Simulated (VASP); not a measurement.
Runs of VASP 6.6.1 on SiO2. The structure is that of space group P4_2/mnm (No. 136), or close to it. The cells are those of the table. 

```csv
task,level,potentials or basis,cell,k mesh,cutoff (eV),smearing,gap on the mesh (eV),pressure (GPa),relaxed volume (Å³/atom),largest force (eV/Å)
single point,LDA,"VASP PAW LDA potentials, release 64 (Si, O)","a = 4.155, b = 4.155, c = 2.661 Å, 6 atoms",6 × 6 × 8,520,fermi-dirac 0.02 eV,5.82,1.1,-,0.04
single point,r2SCAN,"VASP PAW PBE potentials, release 64 (Si, O)","a = 4.185, b = 4.185, c = 2.669 Å, 6 atoms",6 × 6 × 8,520,fermi-dirac 0.02 eV,6.51,0.4,-,0.02
single point,PBE,"VASP PAW PBE potentials, release 64 (Si, O)","a = 4.236, b = 4.236, c = 2.690 Å, 6 atoms",6 × 6 × 8,520,fermi-dirac 0.02 eV,5.03,0.2,-,0.02
relaxation of cell and atoms,PBE,"VASP PAW PBE potentials, release 64 (Si, O)","relaxed from a = 4.177, b = 4.177, c = 2.665 Å, 6 atoms",6 × 6 × 8,600,fermi-dirac 0.02 eV,5.03,0.0,(b),-
single point,PBEsol,"VASP PAW PBE potentials, release 64 (Si, O)","a = 4.195, b = 4.195, c = 2.678 Å, 6 atoms",6 × 6 × 8,520,fermi-dirac 0.02 eV,5.36,0.7,-,0.04
single point,LDA,"VASP PAW LDA potentials, release 64 (Si, O)","a = 4.185, b = 4.185, c = 2.669 Å, 6 atoms",6 × 6 × 10,520,gaussian 0.01 eV,5.54,-4.1,-,-
relaxation of cell and atoms,LDA,"VASP PAW LDA potentials, release 64 (Si, O)","relaxed from a = 4.236, b = 4.236, c = 2.690 Å, 6 atoms",6 × 6 × 8,600,fermi-dirac 0.02 eV,(a),0.0,7.67,-
single point,r2SCAN,"VASP PAW PBE potentials, release 64 (Si, O)","a = 4.185, b = 4.185, c = 2.669 Å, 6 atoms",6 × 6 × 10,520,gaussian 0.01 eV,6.51,0.4,-,0.02
```

Alike in all rows: no spin polarisation.

**Question.** Estimate the missing entries.

**Answer.** (a) 5.78; (b) 8.04.

Caveats: the PAW data sets were made with another functional, which shifts forces and pressure a little (at least some runs); the cell stands under tension (at least some runs).

A k mesh can miss the band edges.
